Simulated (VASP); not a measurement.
# SiC (Cc) in VASP: notebook, part 2 of 2

VASP 6.6.1. The steps go on from the part before.

## Step 3: Single point, r2SCAN (strain +0.0150 x Voigt [0, 0, 0, 0, 1, 0])

Input file POSCAR:

```
SiC
1.0
    3.0751950059      0.0000000000      0.0230639625
   -1.5375975029      2.6631969967     -0.0115319813
    0.0378612514      0.0000000000      5.0481668544
Si C
2 2
Direct
    0.3333333333      0.6666666667      0.0046028828
    0.6666666667      0.3333333333      0.5046028828
    0.3333333333      0.6666666667      0.3803971172
    0.6666666667      0.3333333333      0.8803971172
```

Input file INCAR.step1:

```
PREC     = Accurate       # precision mode
ENCUT    = 520            # plane-wave cutoff, eV
ISMEAR   = 0              # smearing method
SIGMA    = 0.05           # smearing width, eV
LREAL    = False          # projectors in reciprocal space
LASPH    = True           # aspherical terms in the spheres
NELM     = 60             # most SCF steps
NBANDS   = 16             # bands
GGA      = PE             # functional
ALGO     = Normal         # electronic algorithm
EDIFF    = 1E-4           # SCF threshold, eV
LWAVE    = True           # write WAVECAR
LCHARG   = False          # write CHGCAR
```

Input file INCAR.step2:

```
PREC     = Accurate       # precision mode
ENCUT    = 520            # plane-wave cutoff, eV
EDIFF    = 1E-6           # SCF threshold, eV
ISMEAR   = 0              # smearing method
SIGMA    = 0.05           # smearing width, eV
LREAL    = False          # projectors in reciprocal space
LASPH    = True           # aspherical terms in the spheres
NELM     = 60             # most SCF steps
ALGO     = Normal         # electronic algorithm
ISIF     = 2              # what is computed and relaxed
LWAVE    = False          # write WAVECAR
LCHARG   = False          # write CHGCAR
METAGGA  = R2SCAN         # meta-GGA
LMIXTAU  = True         
NBANDS   = 16             # bands
ISTART   = 1
```

Input file KPOINTS:

```
regular mesh
0
Gamma
  12 12 6
```

Potentials or basis: VASP PAW PBE potentials, release 64 (Si, C).

Started as:

```sh
$ cat potpaw_PBE.64/Si/POTCAR potpaw_PBE.64/C/POTCAR > POTCAR
$ cp INCAR.step1 INCAR
$ mpirun -np 1 vasp_std > vasp.out
$ cp INCAR.step2 INCAR
$ mpirun -np 1 vasp_std > vasp.out
```

OUTCAR:

```text
PREC = Accurate
   ENCUT = 520
   EDIFF = 1E-6
   ISMEAR = 0
   LREAL = False
   LASPH = True
   NELM = 60
   ISIF = 2
   METAGGA = R2SCAN
   ISTART = 1

 ion  position               nearest neighbor table
   1  0.333  0.667  0.005-   4 1.88   4 1.88   4 1.89   3 1.90   2 3.07   2 3.07   2 3.09   2 3.09
                             2 3.10   2 3.10
   2  0.667  0.333  0.505-   3 1.88   3 1.88   3 1.89   4 1.90   1 3.07   1 3.07   1 3.09   1 3.09
                             1 3.10   1 3.10
   3  0.333  0.667  0.380-   2 1.88   2 1.88   2 1.89   1 1.90
   4  0.667  0.333  0.880-   1 1.88   1 1.88   1 1.89   2 1.90

  LATTYP: Found a base centered monoclinic cell.
 ALAT       =     3.0752814945
 B/A-ratio  =     1.7320020957
 C/A-ratio  =     1.6415761748
 COS(beta)  =    -0.0149991563

  Lattice vectors:

 A1 = (  -1.5375975029,   2.6631969967,  -0.0115319813)
 A2 = (  -1.5375975030,  -2.6631969967,  -0.0115319812)
 A3 = (   0.0378612514,   0.0000000000,   5.0481668544)

Analysis of symmetry for initial positions (statically):
=====================================================================
 Subroutine PRICEL returns:
 Original cell was already a primitive cell.

 Routine SETGRP: Setting up the symmetry group for a
 base centered monoclinic supercell.

 Subroutine GETGRP returns: Found  2 space group operations
 (whereof  1 operations were pure point group operations)
 out of a pool of  4 trial point group operations.

The static configuration has the point symmetry C_1 .
 The point group associated with its full space group is C_1h.

Analysis of symmetry for dynamics (positions and initial velocities):
=====================================================================
 Subroutine PRICEL returns:
 Original cell was already a primitive cell.

[... 130 lines left out ...]
   IMIX   =      4    mixing-type and parameters
     AMIX     =   0.40;   BMIX     =  1.00
     AMIX_MAG =   1.60;   BMIX_MAG =  1.00
  volume/ion in A,a.u.               =      10.34        69.75
  Fermi-wavevector in a.u.,A,eV,Ry     =   1.193035  2.254509 19.365605  1.423332
  Thomas-Fermi vector in A             =   2.329059
   LORBIT       =      0    0 simple, 1 ext, 2 COOP (PROOUT), +10 PAW based schemes
   METAGGA = R2SCAN    functional components
   LHFCALC =     F    Hartree Fock is set to
   AEXX    =    0.0000 exact exchange contribution
   IVDW    =     0    specifies the selected vdW correction
   LEPSILON=     F    determine dielectric tensor
   LRPA    =     F    only Hartree local field effects (RPA)
 non-spin polarized calculation
 Gauss-broadening in eV      SIGMA  =   0.05
  energy-cutoff  :      520.00
  volume of cell :       41.34
 maximum number of plane-waves:      1128
   NGX = 11   NGY = 11   NGZ = 19

 number of electron      15.9999999 magnetization

 Free energy of the ion-electron system (eV)
  ---------------------------------------------------
  ext. energy  EPLUGINS =         0.00000000
  ---------------------------------------------------
  free energy    TOTEN  =       -38.63277219 eV

  energy without entropy =      -38.63277219  energy(sigma->0) =      -38.63277219

 E-fermi :   8.4391     XC(G=0): -11.9299

 val. band max:        8.1664822339   @ k =   0.0000   0.0000   0.0000
 cond. band min:      10.8080533705   @ k =   0.3333   0.3333   0.0000
 fundamental gap:      2.6415711366
 Fermi energy:         8.4391452906

 k-point     1 :       0.0000    0.0000    0.0000
  band No.  band energies     occupation
      1      -8.2086      2.00000
      2      -4.5804      2.00000
      3      -0.8453      2.00000
      4       6.7613      2.00000
      5       6.7619      2.00000
      6       8.0163      2.00000
[... 433 lines left out ...]
      3       0.4440      2.00000
      4       1.7931      2.00000
      5       2.5851      2.00000
      6       3.3260      2.00000
[... 8 lines left out ...]
     15      19.7118      0.00000
     16      21.3801      0.00000

 [... further k-points ...]

------------------------ aborting loop because EDIFF is reached ----------------------------------------

  FORCE on cell =-STRESS in cart. coord.  units (eV):
  Direction    XX          YY          ZZ          XY          YZ          ZX
  --------------------------------------------------------------------------------------
  -------------------------------------------------------------------------------------
  Total       -0.0375930     -0.0368786     -0.0331829     -0.0000000      0.0000000     -0.6860540
  in kB       -1.4569090     -1.4292237     -1.2859969     -0.0000000      0.0000000    -26.5878771
  external PRESSURE =      -1.3907099 kB  Pullay stress =       0.0000000 kB

 VOLUME and BASIS-vectors are now :
 -----------------------------------------------------------------------------
  energy-cutoff  :      520.00
  volume of cell :       41.34
      direct lattice vectors                 reciprocal lattice vectors
     3.075195006  0.000000000  0.023063963     0.325200923  0.187744279 -0.002439007
    -1.537597503  2.663196997 -0.011531981     0.000000000  0.375488558  0.000000000
     0.037861251  0.000000000  5.048166854    -0.001485771  0.000000000  0.198102852

 POSITION                                       TOTAL-FORCE (eV/Angst)
 -----------------------------------------------------------------------------------
      0.00017      1.77546      0.02324        -0.081762      0.003571      0.000950
      1.55670      0.88773      2.55885        -0.081762     -0.003571      0.000950
      0.01440      1.77546      1.92031         0.081762      0.004988     -0.000950
      1.57093      0.88773      4.45592         0.081762     -0.004988     -0.000950
 -----------------------------------------------------------------------------------
    total drift:                               -0.000043     -0.000000     -0.000032

  FREE ENERGIE OF THE ION-ELECTRON SYSTEM (eV)
  ---------------------------------------------------
  free  energy   TOTEN  =       -38.6327721950 eV

  energy  without entropy=      -38.6327721950  energy(sigma->0) =      -38.63277219
```

OUTCAR.step1:

```text
PREC = Accurate
   ENCUT = 520
   ISMEAR = 0
   LREAL = False
   LASPH = True
[... 690 lines left out ...]
      0.00017      1.77546      0.02324        -0.088322      0.003496      0.003047
      1.55670      0.88773      2.55885        -0.088322     -0.003496      0.003047
      0.01440      1.77546      1.92031         0.088322      0.004815     -0.003047
      1.57093      0.88773      4.45592         0.088322     -0.004815     -0.003047
 -----------------------------------------------------------------------------------
    total drift:                               -0.000558     -0.000000      0.000173

  FREE ENERGIE OF THE ION-ELECTRON SYSTEM (eV)
  ---------------------------------------------------
  free  energy   TOTEN  =       -30.0981248540 eV

  energy  without entropy=      -30.0981248540  energy(sigma->0) =      -30.09812485
```

It took 8.7 min on 1 thread of Intel Xeon 8259CL, shared host; peak memory 0.26 GiB.

What came out:

```
Free energy            : -38.6328 eV
Pressure               : -0.1 GPa
Largest force          : 0.082 eV/Å
Band gap on the k mesh : 2.64 eV (least direct gap 4.49 eV)
```

Forces on the atoms (eV/Å):
```
Si  -0.082  0.004  0.001
Si  -0.082 -0.004  0.001
C    0.082  0.005 -0.001
C    0.082 -0.005 -0.001
```

Caveat: the cell differs from its parent crystal (strain +0.0150 x Voigt [0, 0, 0, 0, 1, 0]); the PAW data sets were made with another functional, which shifts forces and pressure a little.

## Step 4: Single point, r2SCAN (strain -0.0100 x Voigt [0, 0, 0, 0, 1, 0])

Input file POSCAR:

```
SiC
1.0
    3.0751950059      0.0000000000     -0.0153759750
   -1.5375975029      2.6631969967      0.0076879875
   -0.0252408343      0.0000000000      5.0481668544
Si C
2 2
Direct
    0.3333333333      0.6666666667      0.0046028828
    0.6666666667      0.3333333333      0.5046028828
    0.3333333333      0.6666666667      0.3803971172
    0.6666666667      0.3333333333      0.8803971172
```

Input file INCAR.step1:

```
SYSTEM = SiC
PREC = Accurate ; ENCUT = 520
ISMEAR = 0 ; SIGMA = 0.05
LREAL = .False. ; LASPH = .True.
NELM = 60 ; NBANDS = 16
GGA = PE ; ALGO = Normal
EDIFF = 1E-4 ; LWAVE = .True.
LCHARG = .False.
```

Input file INCAR.step2:

```
SYSTEM = SiC
PREC = Accurate ; ENCUT = 520
EDIFF = 1E-6 ; ISMEAR = 0
SIGMA = 0.05 ; LREAL = .False.
LASPH = .True. ; NELM = 60
ALGO = Normal ; ISIF = 2
LWAVE = .False. ; LCHARG = .False.
METAGGA = R2SCAN ; LMIXTAU = .True.
NBANDS = 16 ; ISTART = 1
```

Input file KPOINTS:

```
regular mesh
0
Gamma
  12 12 6
  0 0 0
```

Started as:

```sh
$ cat potpaw_PBE.64/Si/POTCAR potpaw_PBE.64/C/POTCAR > POTCAR
$ cp INCAR.step1 INCAR
$ mpirun -np 1 vasp_std > vasp.out
$ cp INCAR.step2 INCAR
$ mpirun -np 1 vasp_std > vasp.out
```

It took 8.3 min on 1 thread of Intel Xeon 8259CL, shared host; peak memory 0.26 GiB.

Results (log left out):

```
Free energy            : -38.6356 eV
Pressure               : -0.1 GPa
Largest force          : 0.055 eV/Å
Band gap on the k mesh : 2.65 eV (least direct gap 4.49 eV)
```

Forces in eV/Å, atoms in the order of the input:
```
Si   0.055  0.002  0.000
Si   0.055 -0.002  0.000
C   -0.055  0.002  0.000
C   -0.055 -0.002  0.000
```

Stress tensor (GPa, compression positive):
```
-0.15  0.00  1.77
 0.00 -0.15  0.00
 1.77  0.00 -0.14
```

Levels at points of the mesh, in eV from the valence-band top:
```tsv
k point	band 5	band 6	band 7	band 8	band 9	band 10	band 11	band 12
(0.00, 0.00, 0.00)	-1.39	-0.13	-0.01	0.00	5.37	6.76	7.18	7.19
(0.50, 0.00, 0.00)	-5.63	-3.49	-3.37	-1.27	3.22	4.65	7.43	7.67
(0.00, 0.50, 0.00)	-5.63	-3.49	-3.37	-1.27	3.22	4.65	7.36	7.74
(0.00, 0.00, 0.50)	-0.79	-0.79	-0.73	-0.73	6.49	6.49	7.85	7.85
(0.50, 0.00, 0.50)	-2.58	-2.56	-2.51	-2.39	3.68	3.75	5.70	5.87
(0.00, 0.50, 0.50)	-2.57	-2.57	-2.45	-2.45	3.71	3.71	5.79	5.79
```

Caveat: the cell differs from its parent crystal (strain -0.0100 x Voigt [0, 0, 0, 0, 1, 0]); the PAW data sets were made with another functional, which shifts forces and pressure a little. A k mesh can miss the band edges.

## Step 5: Summary

| cell | gap on the mesh (eV) | pressure (GPa) | largest force (eV/Å) |
| --- | --- | --- | --- |
| a = 3.075, b = 3.075, c = 5.048 Å, angles 89.4, 91.1, 120.0°, 4 atoms | 2.63 | -0.1 | 0.11 |
| a = 3.075, b = 3.075, c = 5.048 Å, angles 90.4, 89.1, 120.0°, 4 atoms | 2.64 | -0.1 | 0.08 |
| a = 3.075, b = 3.075, c = 5.048 Å, angles 89.7, 90.6, 120.0°, 4 atoms | 2.65 | -0.1 | 0.05 |

Alike in all rows: task single point; level r2SCAN; potentials or basis VASP PAW PBE potentials, release 64 (Si, C); no spin polarisation; k mesh 12 × 12 × 6; cutoff (eV) 520; smearing gaussian 0.05 eV.

Caveats: the PAW data sets were made with another functional, which shifts forces and pressure a little.

Total energies depend on the potentials used, so only differences within one code and one set of settings carry meaning.
